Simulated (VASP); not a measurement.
# HfN (Fmmm) in VASP: notebook

HfN is run at these levels: PBEsol; tasks: single point.

All numbers are computed with VASP 6.6.1; they aren't measurements. Logs are shortened: lines on timing, memory, paths and dates and some standing lists are left out, and cuts for length are marked.

## (1) The cell of the first run

Symmetry: Fmmm, No. 69, orthorhombic system. The conventional cell has a = 4.428 Å, b = 4.518 Å, c = 4.608 Å, α = 90.00°, β = 90.00°, γ = 90.00°. Within 2.9 Å of Hf (site symmetry mmm) lie 6 N at 2.21 to 2.30 Å. N (site symmetry mmm) has 6 Hf at 2.21 to 2.30 Å within 2.9 Å.

## (2) Single point, PBEsol (strain -0.0200 x Voigt [1, -1, 0, 0, 0, 0])

The input, INCAR:

```
ALGO = Normal ; EDIFF = 1E-7
ENCUT = 520 ; GGA = PS
ISIF = 2 ; ISMEAR = 0
LASPH = T ; LCHARG = F
LREAL = F ; LWAVE = F
NBANDS = 14 ; NELM = 80
PREC = Accurate ; SIGMA = 0.15
```

The input, KPOINTS:

```
k-points
0
Gamma
  18 18 18
```

The input, POSCAR:

```
HfN
1.0
    0.0000000000      2.3041800000      2.2590000000
    2.2138200000      0.0000000000      2.2590000000
    2.2138200000      2.3041800000      0.0000000000
Hf N
1 1
Direct
    0.0000000000      0.0000000000      0.0000000000
    0.5000000000      0.5000000000      0.5000000000
```

Potentials or basis: VASP PAW PBE potentials, release 64 (Hf_pv, N).

Started as:

```sh
$ cat potpaw_PBE.64/Hf_pv/POTCAR potpaw_PBE.64/N/POTCAR > POTCAR
$ mpirun -np 1 vasp_std > vasp.out
```

OUTCAR:

```text
EDIFF = 1E-7
   ENCUT = 520
   GGA = PS
   ISIF = 2
   ISMEAR = 0
   LASPH = T
   LREAL = F
   NELM = 80
   PREC = Accurate

 ion  position               nearest neighbor table
   1  0.000  0.000  0.000-   2 2.21   2 2.21   2 2.26   2 2.26   2 2.30   2 2.30
   2  0.500  0.500  0.500-   1 2.21   1 2.21   1 2.26   1 2.26   1 2.30   1 2.30

  LATTYP: Found a face centered orthorhombic cell.
 ALAT       =     4.4276400000
 B/A-ratio  =     1.0204081633
 C/A-ratio  =     1.0408163265

  Lattice vectors:

 A1 = (   0.0000000000,   2.3041800000,  -2.2590000000)
 A2 = (   2.2138200000,   2.3041800000,   0.0000000000)
 A3 = (   2.2138200000,   0.0000000000,  -2.2590000000)

Analysis of symmetry for initial positions (statically):
=====================================================================
 Subroutine PRICEL returns:
 Original cell was already a primitive cell.

 Routine SETGRP: Setting up the symmetry group for a
 face centered orthorhombic supercell.

 Subroutine GETGRP returns: Found  8 space group operations
 (whereof  8 operations were pure point group operations)
 out of a pool of  8 trial point group operations.

The static configuration has the point symmetry D_2h.

Analysis of symmetry for dynamics (positions and initial velocities):
=====================================================================
 Subroutine PRICEL returns:
 Original cell was already a primitive cell.

 Routine SETGRP: Setting up the symmetry group for a
 face centered orthorhombic supercell.

 Subroutine GETGRP returns: Found  8 space group operations
 (whereof  8 operations were pure point group operations)
 out of a pool of  8 trial point group operations.

The dynamic configuration has the point symmetry D_2h.

 Subroutine INISYM returns: Found  8 space group operations
 (whereof  8 operations are pure point group operations),
 and found     1 'primitive' translations

----------------------------------------------------------------------------------------

                                     Primitive cell

  volume of cell :      23.0465

  direct lattice vectors                    reciprocal lattice vectors
     0.000000000  2.304180000  2.259000000    -0.225853954  0.216996936  0.221336875
     2.213820000  0.000000000  2.259000000     0.225853954 -0.216996936  0.221336875
     2.213820000  2.304180000  0.000000000     0.225853954  0.216996936 -0.221336875

  length of vectors
     3.226813672  3.162922698  3.195347315     0.383520131  0.383520131  0.383520131

  position of ions in fractional coordinates (direct lattice)
     0.000000000  0.000000000  0.000000000
     0.500000000  0.500000000  0.500000000

  ion indices of the primitive-cell ions
   primitive index   ion index
                 1           1
                 2           2

----------------------------------------------------------------------------------------

 KPOINTS: k-points

Automatic generation of k-mesh.
 Grid dimensions read from file:
 generate k-points for:   18   18   18

 Generating k-lattice:

  Cartesian coordinates                     Fractional coordinates (reciprocal lattice)
    -0.012547442  0.012055385  0.012296493     0.055555556  0.000000000  0.000000000
     0.012547442 -0.012055385  0.012296493     0.000000000  0.055555556  0.000000000
     0.012547442  0.012055385 -0.012296493     0.000000000  0.000000000  0.055555556

  Length of vectors
     0.021306674  0.021306674  0.021306674

  Shift w.r.t. Gamma in fractional coordinates (k-lattice)
     0.000000000  0.000000000  0.000000000

 Subroutine IBZKPT returns following result:
 ===========================================

 Found    865 irreducible k-points:

 Following reciprocal coordinates:
            Coordinates               Weight
  0.000000  0.000000  0.000000      1.000000
  0.055556  0.000000  0.000000      8.000000
  0.111111  0.000000  0.000000      8.000000
  0.166667  0.000000  0.000000      8.000000
  0.222222  0.000000  0.000000      8.000000
  0.277778  0.000000  0.000000      8.000000
[... 16 lines left out ...]
 -0.277778  0.055556  0.000000      8.000000
 -0.222222  0.055556 -0.000000      8.000000
 [... further k-points ...]
   k-points           NKPTS =    865   k-points in BZ     NKDIM =    865   number of bands    NBANDS=     14
   number of dos      NEDOS =    301   number of ions     NIONS =      2
   total plane-waves  NPLWV =  13824
   dimension x,y,z NGX =    24 NGY =   24 NGZ =   24
   dimension x,y,z NGXF=    48 NGYF=   48 NGZF=   48
   ions per type =               1   1
   NGX,Y,Z   is equivalent  to a cutoff of  12.36, 12.61, 12.49 a.u.
   NGXF,Y,Z  is equivalent  to a cutoff of  24.73, 25.23, 24.97 a.u.
 SYSTEM =  unknown system
   PREC   = accura    normal or accurate (medium, high low for compatibility)
   ISTART =      0    job   : 0-new  1-cont  2-samecut
   ICHARG =      2    charge: 1-file 2-atom 10-const
   ISPIN  =      1    spin polarized calculation?
   LNONCOLLINEAR =      F non collinear calculations
   LSORBIT =      F    spin-orbit coupling
   LASPH  =      T    aspherical Exc in radial PAW
   ENCUT  =  520.0 eV  38.22 Ry    6.18 a.u.   6.00  5.88  5.94*2*pi/ulx,y,z
   NELM   =     80;   NELMIN=  2; NELMDL= -5     # of ELM steps
   EDIFF  = 0.1E-06   stopping-criterion for ELM
   LREAL  =      F    real-space projection
   EDIFFG = 0.1E-05   stopping-criterion for IOM
   NSW    =      0    number of steps for IOM
   IBRION =     -1    ionic relax: 0-MD 1-quasi-New 2-CG
   NFREE  =      0    steps in history (QN), initial steepest desc. (CG)
   ISIF   =      2    stress and relaxation
   ISYM   =      2    0-nonsym 1-usesym 2-fastsym
   POTIM  = 0.5000    time-step for ionic-motion
   TEBEG  =    0.0;   TEEND  =   0.0 temperature during run
   PSTRESS=    0.0 pullay stress
   NELECT =      15.0000    total number of electrons
   NUPDOWN=      -1.0000    fix difference up-down
   EMIN   =  10.00;   EMAX   =-10.00  energy-range for DOS
   EFERMI =   0.00;   METHOD = LEGACY
   ISMEAR =     0;   SIGMA  =   0.15  broadening in eV -4-tet -1-fermi 0-gaus
   EFERMI_NEDOS =   21; number of points for ismear=-14 and -15
   IALGO  =     38    algorithm
   IMIX   =      4    mixing-type and parameters
     AMIX     =   0.40;   BMIX     =  1.00
     AMIX_MAG =   1.60;   BMIX_MAG =  1.00
  volume/ion in A,a.u.               =      11.52        77.76
  Fermi-wavevector in a.u.,A,eV,Ry     =   1.418743  2.681035 27.386222  2.012831
  Thomas-Fermi vector in A             =   2.539836
   LORBIT       =      0    0 simple, 1 ext, 2 COOP (PROOUT), +10 PAW based schemes
   GGA     = PS    functional components
   LHFCALC =     F    Hartree Fock is set to
   AEXX    =    0.0000 exact exchange contribution
   IVDW    =     0    specifies the selected vdW correction
   LEPSILON=     F    determine dielectric tensor
   LRPA    =     F    only Hartree local field effects (RPA)
 non-spin polarized calculation
 Gauss-broadening in eV      SIGMA  =   0.15
  energy-cutoff  :      520.00
  volume of cell :       23.05
 maximum number of plane-waves:       636
   NGX = 11   NGY = 11   NGZ = 11

 number of electron      15.0000000 magnetization

 Free energy of the ion-electron system (eV)
  ---------------------------------------------------
  ext. energy  EPLUGINS =         0.00000000
  ---------------------------------------------------
  free energy    TOTEN  =       -22.96194480 eV

  energy without entropy =      -22.95537999  energy(sigma->0) =      -22.95866240

 E-fermi :   8.1973     XC(G=0): -12.8937

 val. band max:        8.1964495017   @ k =   0.1111   0.0000   0.0000
 cond. band min:       8.2051279709   @ k =  -0.1111  -0.0000   0.0556
 fundamental gap:      0.0086784692
 Fermi energy:         8.1972969552

 k-point     1 :       0.0000    0.0000    0.0000
  band No.  band energies     occupation
      1     -22.8739      2.00000
      2     -22.8491      2.00000
      3     -22.8336      2.00000
      4      -9.2431      2.00000
      5       5.1230      2.00000
      6       5.2117      2.00000
      7       5.3229      2.00000
      8       7.6130      2.00000
      9       7.8411      1.99921
     10       8.0640      1.79130
     11       9.4023      0.00000
     12      10.1193      0.00000
     13      10.8181      0.00000
     14      17.7548      0.00000

 k-point     2 :       0.0556    0.0000    0.0000
  band No.  band energies     occupation
      1     -22.8925      2.00000
      2     -22.8614      2.00000
      3     -22.8406      2.00000
      4      -9.1700      2.00000
      5       4.8444      2.00000
      6       4.9850      2.00000
      7       5.1052      2.00000
      8       7.7384      1.99998
      9       7.9459      1.98221
     10       8.1490      1.35088
     11       9.6508      0.00000
     12      10.3631      0.00000
     13      11.0559      0.00000
     14      18.0004      0.00000

 k-point     3 :       0.1111    0.0000    0.0000
  band No.  band energies     occupation
      1     -22.9782      2.00000
      2     -22.8764      2.00000
      3     -22.8478      2.00000
      4      -8.9581      2.00000
      5       4.0945      2.00000
      6       4.5052      2.00000
      7       4.6253      2.00000
      8       8.0149      1.91444
      9       8.1964      1.00637
     10       8.3716      0.10030
     11      10.3027      0.00000
     12      11.0098      0.00000
     13      11.6904      0.00000
     14      18.6940      0.00000

 k-point     4 :       0.1667    0.0000    0.0000
  band No.  band energies     occupation
      1     -23.1150      2.00000
      2     -22.8924      2.00000
      3     -22.8566      2.00000
      4      -8.6281      2.00000
      5       3.1686      2.00000
      6       3.9441      2.00000
      7       4.0519      2.00000
      8       8.2824      0.42244
      9       8.6074      0.00011
     10       8.7508      0.00000
     11      11.1666      0.00000
     12      11.8960      0.00000
     13      12.5676      0.00000
     14      19.7042      0.00000

 k-point     5 :       0.2222    0.0000    0.0000
  band No.  band energies     occupation
      1     -23.2784      2.00000
      2     -22.9111      2.00000
      3     -22.8671      2.00000
      4      -8.2108      2.00000
      5       2.2194      2.00000
      6       3.3974      2.00000
      7       3.4869      2.00000
      8       8.5758      0.00036
      9       9.1807      0.00000
     10       9.2677      0.00000
     11      12.0849      0.00000
[... 276 lines left out ...]
 k-point    22 :      -0.3333    0.0556   -0.0000
  band No.  band energies     occupation
      1     -23.6370      2.00000
      2     -22.9696      2.00000
      3     -22.9001      2.00000
      4      -7.1308      2.00000
      5       0.3057      2.00000
      6       2.3463      2.00000
      7       2.5842      2.00000
      8       9.5852      0.00000
      9      10.5085      0.00000
     10      11.3640      0.00000
     11      13.4744      0.00000
     12      14.8517      0.00000
     13      16.1762      0.00000
     14      20.3498      0.00000

 k-point    23 :      -0.2778    0.0556    0.0000
  band No.  band energies     occupation
      1     -23.4971      2.00000
      2     -22.9532      2.00000
      3     -22.8881      2.00000
      4      -7.5697      2.00000
      5       1.0122      2.00000
      6       2.6679      2.00000
      7       2.9794      2.00000
      8       9.0248      0.00000
      9       9.7992      0.00000
     10      10.7150      0.00000
     11      12.9805      0.00000
     12      13.9419      0.00000
     13      15.3654      0.00000
     14      20.4380      0.00000

 k-point    24 :      -0.2222    0.0556   -0.0000
  band No.  band energies     occupation
      1     -23.3371      2.00000
      2     -22.9335      2.00000
      3     -22.8757      2.00000
      4      -8.0255      2.00000
      5       1.8281      2.00000
      6       3.0912      2.00000
      7       3.4596      2.00000
      8       8.6123      0.00009
      9       9.1508      0.00000
     10      10.0240      0.00000
     11      12.1542      0.00000
     12      13.0218      0.00000
     13      14.4302      0.00000
     14      20.4590      0.00000

 [... further k-points ...]

------------------------ aborting loop because EDIFF is reached ----------------------------------------

  FORCE on cell =-STRESS in cart. coord.  units (eV):
  Direction    XX          YY          ZZ          XY          YZ          ZX
  --------------------------------------------------------------------------------------
  -------------------------------------------------------------------------------------
  Total        0.8228721     -1.9688021     -0.7065677      0.0000000      0.0000000      0.0000000
  in kB       57.2055250   -136.8698265    -49.1201186      0.0000000      0.0000000      0.0000000
  external PRESSURE =     -42.9281400 kB  Pullay stress =       0.0000000 kB

 VOLUME and BASIS-vectors are now :
 -----------------------------------------------------------------------------
  energy-cutoff  :      520.00
  volume of cell :       23.05
      direct lattice vectors                 reciprocal lattice vectors
     0.000000000  2.304180000  2.259000000    -0.225853954  0.216996936  0.221336875
     2.213820000  0.000000000  2.259000000     0.225853954 -0.216996936  0.221336875
     2.213820000  2.304180000  0.000000000     0.225853954  0.216996936 -0.221336875

 POSITION                                       TOTAL-FORCE (eV/Angst)
 -----------------------------------------------------------------------------------
      0.00000      0.00000      0.00000         0.000000      0.000000      0.000000
      2.21382      2.30418      2.25900         0.000000      0.000000      0.000000
 -----------------------------------------------------------------------------------
    total drift:                                0.000000     -0.000000     -0.000000

  FREE ENERGIE OF THE ION-ELECTRON SYSTEM (eV)
  ---------------------------------------------------
  free  energy   TOTEN  =       -22.9619448001 eV

  energy  without entropy=      -22.9553799933  energy(sigma->0) =      -22.95866240
```

Run time: 3.6 min. Hardware: 1 thread of Intel Xeon 8259CL, shared host; peak memory 0.39 GiB.

Results:

| Property | Result |
| --- | --- |
| Free energy | -22.9619 eV |
| Pressure | -4.3 GPa |
| Band gap on the k mesh | zero (an odd number of electrons rules out a gap without spin polarisation) |

Caveat: the cell differs from its parent crystal (strain -0.0200 x Voigt [1, -1, 0, 0, 0, 0]); the stress differs along the axes, from -14 to 6 GPa; the PAW data sets were made with another functional, which shifts forces and pressure a little; spin-orbit coupling is left out, which moves the levels of the heavy elements.

## (3) Single point, PBEsol (strain +0.0150 x Voigt [1, -1, 0, 0, 0, 0])

The input, INCAR:

```
SYSTEM = HfN
ALGO = Normal ; EDIFF = 1E-6
ENCUT = 520 ; GGA = PS
ISIF = 2 ; ISMEAR = 0
LASPH = .True. ; LCHARG = .False.
LREAL = .False. ; LWAVE = .False.
NBANDS = 14 ; NELM = 60
PREC = Accurate ; SIGMA = 0.15
```

The input, KPOINTS:

```
k-points
0
Gamma
  18 18 18
  0 0 0
```

The input, POSCAR:

```
HfN
1.0
    0.0000000000      2.2251150000      2.2590000000
    2.2928850000      0.0000000000      2.2590000000
    2.2928850000      2.2251150000      0.0000000000
Hf N
1 1
Direct
    0.0000000000      0.0000000000      0.0000000000
    0.5000000000      0.5000000000      0.5000000000
```

Potentials or basis: VASP PAW PBE potentials, release 64 (Hf_pv, N).

Started as:

```sh
$ cat potpaw_PBE.64/Hf_pv/POTCAR potpaw_PBE.64/N/POTCAR > POTCAR
$ mpirun -np 1 vasp_std > vasp.out
```

It took 2.9 min on 1 thread of Intel Xeon 8259CL, shared host; peak memory 0.39 GiB.

It converged, with:

```
Free energy            : -22.9740 eV
Pressure               : -4.7 GPa
Band gap on the k mesh : zero (an odd number of electrons rules out a gap without spin polarisation)
```

Stress tensor (GPa, compression positive):
```
-11.71   0.00   0.00
  0.00   2.67   0.00
  0.00   0.00  -5.03
```

Levels at points of the mesh, in eV from the Fermi level:
| k point | band 4 | band 5 | band 6 | band 7 | band 8 | band 9 | band 10 | band 11 | band 12 | band 13 |
| --- | --- | --- | --- | --- | --- | --- | --- | --- | --- | --- |
| (0.00, 0.00, 0.00) | -17.43 | -3.05 | -2.98 | -2.90 | -0.53 | -0.36 | -0.19 | 1.37 | 1.93 | 2.44 |
| (0.50, 0.00, 0.00) | -14.65 | -8.90 | -6.19 | -6.16 | 3.30 | 3.65 | 3.83 | 4.41 | 8.54 | 9.17 |
| (0.50, 0.50, 0.00) | -16.32 | -5.38 | -3.83 | -3.72 | -3.57 | 3.99 | 5.34 | 5.74 | 5.77 | 7.96 |
| (0.50, 0.00, 0.50) | -16.31 | -5.22 | -3.87 | -3.75 | -3.69 | 4.08 | 5.44 | 5.63 | 5.67 | 8.14 |
| (0.00, 0.50, 0.50) | -16.33 | -5.53 | -3.79 | -3.62 | -3.54 | 4.07 | 5.45 | 5.65 | 5.67 | 7.81 |

Caveat: the cell differs from its parent crystal (strain +0.0150 x Voigt [1, -1, 0, 0, 0, 0]); the stress differs along the axes, from -12 to 3 GPa; the PAW data sets were made with another functional, which shifts forces and pressure a little; spin-orbit coupling is left out, which moves the levels of the heavy elements.
